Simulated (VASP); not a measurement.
A run of VASP 6.6.1 is set up as follows.

INCAR

```
SYSTEM = Ti
PREC = Accurate
ENCUT = 520
EDIFF = 1E-6
ISMEAR = 0
SIGMA = 0.1
LREAL = .FALSE.
LASPH = .TRUE.
NELM = 60
ALGO = Fast
ISIF = 2
LWAVE = .FALSE.
LCHARG = .TRUE.
GGA = PE
LELF = .TRUE.
LVHAR = .TRUE.
NBANDS = 32
```

The input KPOINTS:

```
regular mesh
0
G
  4 4 4
  0 0 0
```

File POSCAR:

```
Ti
1.0
    1.8888690802     -4.9090552324      0.0000000000
    1.8888690802      4.9090552324      0.0000000000
    0.0000000000      0.0000000000      4.0295161826
Ti
4
Direct
    0.1502736364      0.8497263636     -0.0000028080
    0.6502736364      0.3497263636      0.5000028080
    0.8497263636      0.1502736364      1.0000028080
    0.3497263636      0.6502736364      0.4999971920
```

Potentials or basis: VASP PAW PBE potentials, release 64 (Ti_sv).

Run with:

```bash
$ cat potpaw_PBE.64/Ti_sv/POTCAR > POTCAR
$ mpirun -np 1 vasp_std > vasp.out
```

Problem. Predict the pressure.

Solution. -0.3 GPa.

Problem. Predict the band gap on the k mesh.

Solution. Zero (bands 24 and 25 overlap by 0.47 eV).

Problem. Predict the largest force.

Solution. 0.015 eV/Å.

Stress tensor (GPa, compression positive):
```
-0.24  0.00  0.00
 0.00 -0.44  0.00
 0.00  0.00 -0.26
```

Caveat: the k points lie up to 0.45 Å⁻¹ apart.
